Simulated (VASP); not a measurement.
# Be (Fd-3m) in VASP: notebook, part 2 of 2

VASP 6.6.1. The steps go on from the part before.

### Step 4. Single point, PBEsol (volume scaled by 0.55)

Input file INCAR:

```
  PREC = Accurate
  ENCUT = 600
  EDIFF = 1E-6
  ISMEAR = -1
  SIGMA = 0.05
  LREAL = False
  LASPH = True
  NELM = 120
  ALGO = Normal
  ISIF = 2
  LWAVE = False
  LCHARG = False
  GGA = PS
  NBANDS = 9
  GGA_COMPAT = False
```

Input file KPOINTS:

```
Automatic mesh
0
Gamma
  15 15 15
```

Input file POSCAR:

```
Be
1.0
    0.0000000000      1.9965319540      1.9965319540
    1.9965319540      0.0000000000      1.9965319540
    1.9965319540      1.9965319540      0.0000000000
Be
2
Direct
   -0.1250000000     -0.1250000000     -0.1250000000
    0.1250000000      0.1250000000      0.1250000000
```

Potentials or basis: VASP PAW PBE potentials, release 64 (Be).

Command:

```sh
> cat potpaw_PBE.64/Be/POTCAR > POTCAR
> mpirun -np 1 vasp_std > vasp.out
```

OUTCAR:

```text
PREC = Accurate
   ENCUT = 600
   EDIFF = 1E-6
   ISMEAR = -1
   LREAL = False
   LASPH = True
   NELM = 120
   ISIF = 2
   GGA = PS

 ion  position               nearest neighbor table
   1  0.875  0.875  0.875-   2 1.73   2 1.73   2 1.73   2 1.73
   2  0.125  0.125  0.125-   1 1.73   1 1.73   1 1.73   1 1.73

  LATTYP: Found a face centered cubic cell.
 ALAT       =     3.9930639080

  Lattice vectors:

 A1 = (   0.0000000000,   1.9965319540,   1.9965319540)
 A2 = (   1.9965319540,   0.0000000000,   1.9965319540)
 A3 = (   1.9965319540,   1.9965319540,   0.0000000000)

Analysis of symmetry for initial positions (statically):
=====================================================================
 Subroutine PRICEL returns:
 Original cell was already a primitive cell.

 Routine SETGRP: Setting up the symmetry group for a
 face centered cubic supercell.

 Subroutine GETGRP returns: Found 48 space group operations
 (whereof 12 operations were pure point group operations)
 out of a pool of 48 trial point group operations.

The static configuration has the point symmetry D_3d.
 The point group associated with its full space group is O_h .

Analysis of symmetry for dynamics (positions and initial velocities):
=====================================================================
 Subroutine PRICEL returns:
 Original cell was already a primitive cell.

 Routine SETGRP: Setting up the symmetry group for a
 face centered cubic supercell.

 Subroutine GETGRP returns: Found 48 space group operations
 (whereof 12 operations were pure point group operations)
 out of a pool of 48 trial point group operations.

The dynamic configuration has the point symmetry D_3d.
 The point group associated with its full space group is O_h .

 Subroutine INISYM returns: Found 48 space group operations
 (whereof 12 operations are pure point group operations),
 and found     1 'primitive' translations

[... 116 lines left out ...]
  Fermi-wavevector in a.u.,A,eV,Ry     =   1.033099  1.952274 14.521407  1.067293
  Thomas-Fermi vector in A             =   2.167329
   LORBIT       =      0    0 simple, 1 ext, 2 COOP (PROOUT), +10 PAW based schemes
   GGA     = PS    functional components
   LHFCALC =     F    Hartree Fock is set to
   AEXX    =    0.0000 exact exchange contribution
   IVDW    =     0    specifies the selected vdW correction
   LEPSILON=     F    determine dielectric tensor
   LRPA    =     F    only Hartree local field effects (RPA)
 non-spin polarized calculation
  energy-cutoff  :      600.00
  volume of cell :       15.92
 maximum number of plane-waves:       544
   NGX = 11   NGY = 11   NGZ = 11

 number of electron       4.0000000 magnetization

 Free energy of the ion-electron system (eV)
  ---------------------------------------------------
  ext. energy  EPLUGINS =         0.00000000
  ---------------------------------------------------
  free energy    TOTEN  =        -2.68219382 eV

  energy without entropy =       -2.67627798  energy(sigma->0) =       -2.67923590

 E-fermi :   5.9552     XC(G=0): -10.5071

 val. band max:        5.9440134018   @ k =  -0.3333   0.4667   0.1333
 cond. band min:       5.9658309687   @ k =   0.4667   0.3333   0.0000
 fundamental gap:      0.0218175670
 Fermi energy:         5.9552322874

 k-point     1 :       0.0000    0.0000    0.0000
  band No.  band energies     occupation
      1      -4.2496      2.00000
      2      13.2386      0.00000
      3      13.2386      0.00000
      4      13.2386      0.00000
      5      16.3636      0.00000
      6      16.3636      0.00000
      7      16.3636      0.00000
      8      28.2449      0.00000
      9      28.7841      0.00000
[... 265 lines left out ...]
 k-point    24 :       0.2000    0.1333    0.0000
  band No.  band energies     occupation
      1      -3.4421      2.00000
      2       9.6349      0.00000
      3      10.1816      0.00000
      4      12.0841      0.00000
      5      16.4653      0.00000
      6      20.0940      0.00000
      7      20.3634      0.00000
      8      20.9050      0.00000
      9      29.0072      0.00000

 [... further k-points ...]

------------------------ aborting loop because EDIFF is reached ----------------------------------------

  FORCE on cell =-STRESS in cart. coord.  units (eV):
  Direction    XX          YY          ZZ          XY          YZ          ZX
  --------------------------------------------------------------------------------------
  -------------------------------------------------------------------------------------
  Total        7.3167584      7.3167584      7.3167584      0.0000000     -0.0000000      0.0000000
  in kB      736.4961884    736.4961884    736.4961884      0.0000000     -0.0000000      0.0000000
  external PRESSURE =     736.4961884 kB  Pullay stress =       0.0000000 kB

 VOLUME and BASIS-vectors are now :
 -----------------------------------------------------------------------------
  energy-cutoff  :      600.00
  volume of cell :       15.92
      direct lattice vectors                 reciprocal lattice vectors
     0.000000000  1.996531954  1.996531954    -0.250434259  0.250434259  0.250434259
     1.996531954  0.000000000  1.996531954     0.250434259 -0.250434259  0.250434259
     1.996531954  1.996531954  0.000000000     0.250434259  0.250434259 -0.250434259

 POSITION                                       TOTAL-FORCE (eV/Angst)
 -----------------------------------------------------------------------------------
      3.49393      3.49393      3.49393         0.000000      0.000000      0.000000
      0.49913      0.49913      0.49913        -0.000000     -0.000000     -0.000000
 -----------------------------------------------------------------------------------
    total drift:                                0.000000      0.000000      0.000000

  FREE ENERGIE OF THE ION-ELECTRON SYSTEM (eV)
  ---------------------------------------------------
  free  energy   TOTEN  =        -2.6821938246 eV

  energy  without entropy=       -2.6762779793  energy(sigma->0) =       -2.67923590
```

Run time: 6.2 s. Hardware: 1 thread of Intel Xeon 6975P-C (Granite Rapids), shared host; peak memory 0.14 GiB.

What came out:

- Free energy: -2.6822 eV
- Pressure: 73.6 GPa
- Band gap on the k mesh: zero (band 2 reaches 13.24 eV, above the bottom of band 3 at 4.20 eV)

Levels at points of the mesh, in eV from the Fermi level:
```csv
k point,band 1,band 2,band 3,band 4,band 5,band 6,band 7
"(0.00, 0.00, 0.00)",-10.20,7.28,7.28,7.28,10.41,10.41,10.41
```

Caveat: the PAW data sets were made with another functional, which shifts forces and pressure a little.

### Step 5. Single point, PBEsol (volume scaled by 0.55, level accurate)

Input file INCAR:

```
SYSTEM = Be
PREC     = Accurate       ! precision mode
ENCUT    = 600            ! plane-wave cutoff, eV
EDIFF    = 1E-6           ! SCF threshold, eV
ISMEAR   = -1             ! smearing method
SIGMA    = 0.05           ! smearing width, eV
LREAL    = .FALSE.        ! projectors in reciprocal space
LASPH    = .TRUE.         ! aspherical terms in the spheres
NELM     = 120            ! most SCF steps
ALGO     = Normal         ! electronic algorithm
ISIF     = 2              ! what is computed and relaxed
LWAVE    = .FALSE.        ! write WAVECAR
LCHARG   = .TRUE.         ! write CHGCAR
GGA      = PS             ! functional
LELF     = .TRUE.         ! ELF
LVHAR    = .TRUE.       
NBANDS   = 9              ! bands
GGA_COMPAT= .FALSE.
```

Input file KPOINTS:

```
Automatic mesh
0
G
  15 15 15
  0 0 0
```

POSCAR is that of step 4.

Command:

```sh
> cat potpaw_PBE.64/Be/POTCAR > POTCAR
> mpirun -np 1 vasp_std > vasp.out
```

Wall time 7.4 s (1 thread of Intel Xeon 6975P-C (Granite Rapids), shared host); peak memory 0.14 GiB.

It converged, with:

```yaml
Free_energy: -2.6822 eV
Pressure: 73.6 GPa
Band_gap_on_the_k_mesh: zero (band 2 reaches 13.24 eV, above the bottom of band 3 at 4.20 eV)
```

Levels at points of the mesh, in eV from the Fermi level:
```
           k point  band 1  band 2  band 3  band 4  band 5  band 6
(0.00, 0.00, 0.00)  -10.20    7.28    7.28    7.28   10.41   10.41
```

Caveat: the PAW data sets were made with another functional, which shifts forces and pressure a little.

### Step 6. Single point, PBEsol (volume scaled by 0.65)

Input file INCAR:

```
PREC = Accurate ; ENCUT = 600
EDIFF = 1E-6 ; ISMEAR = -1
SIGMA = 0.05 ; LREAL = F
LASPH = T ; NELM = 120
ALGO = Normal ; ISIF = 2
LWAVE = F ; LCHARG = F
GGA = PS ; NBANDS = 9
GGA_COMPAT = F
```

Input file KPOINTS:

```
regular mesh
0
Gamma
  15 15 15
```

Input file POSCAR:

```
Be
1.0
    0.0000000000      2.1108618996      2.1108618996
    2.1108618996      0.0000000000      2.1108618996
    2.1108618996      2.1108618996      0.0000000000
Be
2
Direct
   -0.1250000000     -0.1250000000     -0.1250000000
    0.1250000000      0.1250000000      0.1250000000
```

Potentials or basis: VASP PAW PBE potentials, release 64 (Be).

Command:

```sh
> cat potpaw_PBE.64/Be/POTCAR > POTCAR
> mpirun -np 1 vasp_std > vasp.out
```

Run time: 6.9 s. Hardware: 1 thread of Intel Xeon 6975P-C (Granite Rapids), shared host; peak memory 0.14 GiB.

Results (log left out):

| Item | Value |
| --- | --- |
| Free energy | -3.6839 eV |
| Pressure | 40.5 GPa |
| Band gap on the k mesh | zero (band 2 reaches 11.11 eV, above the bottom of band 3 at 2.71 eV) |

Levels at points of the mesh, in eV from the Fermi level:
| k point | band 1 | band 2 | band 3 | band 4 | band 5 | band 6 |
| --- | --- | --- | --- | --- | --- | --- |
| (0.00, 0.00, 0.00) | -9.32 | 6.52 | 6.52 | 6.52 | 9.47 | 9.47 |

Caveat: the PAW data sets were made with another functional, which shifts forces and pressure a little.

### Step 7. Overview

```tsv
cell	gap on the mesh (eV)	pressure (GPa)
a = 2.539 Å, angles 60.0°, 2 atoms	none	188.6
a = 2.824 Å, angles 60.0°, 2 atoms	none	73.6
a = 2.985 Å, angles 60.0°, 2 atoms	none	40.5
```

Alike in all rows: task single point; level PBEsol; potentials or basis VASP PAW PBE potentials, release 64 (Be); no spin polarisation; k mesh 15 × 15 × 15; cutoff (eV) 600; smearing fermi-dirac 0.05 eV.

Caveats: the PAW data sets were made with another functional, which shifts forces and pressure a little.

Absolute energies hang on the potentials; compare differences alone.
